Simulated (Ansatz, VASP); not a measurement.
## Two plane-wave programs on Pt2S

```
Pt S
1.0
    -1.51533    1.51533    4.98812
     1.51533   -1.51533    4.98812
     1.51533    1.51533   -4.98812
Pt S
2 1
Direct
  0.65425 0.65425 0.00000
  0.34575 0.34575 0.00000
  0.00000 0.00000 0.00000
```

Alike in both runs: functional PBE; k mesh 8 × 8 × 8; occupations gaussian, width 0.1 eV; no spin polarisation.

Ansatz relaxed the structure, and its values are those at the end. VASP's run is a single point on that final structure, the one shown.

|  | VASP | Ansatz |
| --- | --- | --- |
| version | VASP 6.6.1 | Ansatz 0.2.0 |
| potentials or method | VASP PAW PBE potentials, release 64 (Pt, S), cutoff 520 eV | scalar-relativistic, plane waves, PAW |
| valence electrons in the cell | 26 | 42 |

VASP gave:

| Item | Value |
| --- | --- |
| gap on the k mesh at the Fermi level (eV) | none |
| pressure (GPa) | -0.4 |

Which values does Ansatz return?

gap on the k mesh at the Fermi level (eV): none; pressure (GPa): -0.1.

A gap of «none» marks a metal or a gap that the smearing closes. The functional is the same, so the differences come from potentials, cutoffs and numerics. VASP's potentials hold 26 valence electrons a cell and Ansatz's 42, so a difference there can come from the potentials and not from the codes.

The k mesh is coarse, so the values compare programs but aren't converged. Neither program's run includes spin-orbit coupling.
